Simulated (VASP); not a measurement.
CdTe, 2 atoms in the cell. It takes space group F-43m (No. 216, cubic). Conventional cell: a = 6.469 Å, b = 6.469 Å, c = 6.469 Å, α = 90.00°, β = 90.00°, γ = 90.00°. Cd (site symmetry -43m) has 4 Te at 2.80 Å within 3.7 Å. Within 3.7 Å of Te (site symmetry -43m) lie 4 Cd at 2.80 Å. 

| Quantity | Value |
| --- | --- |
| Program | VASP 6.6.1 |
| Task | single point |
| Functional | r2SCAN |
| Potentials or basis | VASP PAW PBE potentials, release 64 (Cd, Te) |
| Cutoff | 520 eV |
| k mesh | 8 × 8 × 8 |
| Occupations | fermi-dirac, width 0.02 eV |
| Spin | no spin polarisation |
| Dipole correction | no |
| Further INCAR settings | ALGO = Normal; EDIFF = 1e-06; NBANDS = 16 |

Potentials or basis: VASP PAW PBE potentials, release 64 (Cd, Te).

Run with:

```sh
$ cat potpaw_PBE.64/Cd/POTCAR potpaw_PBE.64/Te/POTCAR > POTCAR
$ cp INCAR.step1 INCAR
$ mpirun -np 1 vasp_std > vasp.out
$ cp INCAR.step2 INCAR
$ mpirun -np 1 vasp_std > vasp.out
```

Hardware: 1 thread of Intel(R) Xeon(R) Platinum 8488C (Sapphire Rapids), on a shared host.

Problem. Estimate the wall time of this run.

Solution. Wall time 82 s on 1 thread of Intel(R) Xeon(R) Platinum 8488C (Sapphire Rapids), on a shared host, peak memory 0.23 GiB. Counts: k points 29.
